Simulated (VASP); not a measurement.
Wanted: the native input for a VASP 6.6.1 run.

* Task: single point
* Functional: r2SCAN
* Potentials or basis: VASP PAW PBE potentials, release 64 (Cu)
* Cutoff: 520 eV
* k mesh: 4 × 4 × 4
* Occupations: fermi-dirac, width 0.1 eV
* Spin: no spin polarisation
* Dipole correction: no
* Further INCAR settings: ALGO = Normal; EDIFF = 1e-06; NBANDS = 12

The system is Cu.

```
Cu
1.0
     0.00000    1.78813    1.78813
     1.78813    0.00000    1.78813
     1.78813    1.78813    0.00000
Cu
1
Direct
  0.00000 0.00000 0.00000
```

The input as run:

POSCAR

```
Cu
1.0
    0.0000000000      1.7881324402      1.7881324402
    1.7881324402      0.0000000000      1.7881324402
    1.7881324402      1.7881324402      0.0000000000
Cu
1
Direct
    0.0000000000      0.0000000000      0.0000000000
```

INCAR.step1

```
SYSTEM = Cu
PREC = Accurate
ENCUT = 520
ISMEAR = -1
SIGMA = 0.1
LREAL = .False.
LASPH = .True.
NELM = 80
NBANDS = 12
GGA = PE
ALGO = Normal
EDIFF = 1E-4
LWAVE = .True.
LCHARG = .False.
```

INCAR.step2

```
SYSTEM = Cu
PREC = Accurate
ENCUT = 520
EDIFF = 1E-6
ISMEAR = -1
SIGMA = 0.1
LREAL = .False.
LASPH = .True.
NELM = 80
ALGO = Normal
ISIF = 2
LWAVE = .False.
LCHARG = .False.
METAGGA = R2SCAN
LMIXTAU = .True.
NBANDS = 12
ISTART = 1
```

KPOINTS

```
regular mesh
0
Gamma
  4 4 4
  0 0 0
```

Potentials or basis: VASP PAW PBE potentials, release 64 (Cu).

Launch:

```sh
$ cat potpaw_PBE.64/Cu/POTCAR > POTCAR
$ cp INCAR.step1 INCAR
$ mpirun -np 1 vasp_std > vasp.out
$ cp INCAR.step2 INCAR
$ mpirun -np 1 vasp_std > vasp.out
```

Results of the run:

```json
{"Pressure": "2.6 GPa"}
```

Caveat: the k points lie up to 0.76 Å⁻¹ apart; the PAW data sets were made with another functional, which shifts forces and pressure a little.

Wall time 8.4 s on 1 thread of Intel(R) Xeon(R) Platinum 8488C (Sapphire Rapids), with other jobs on the host, peak memory 0.12 GiB.
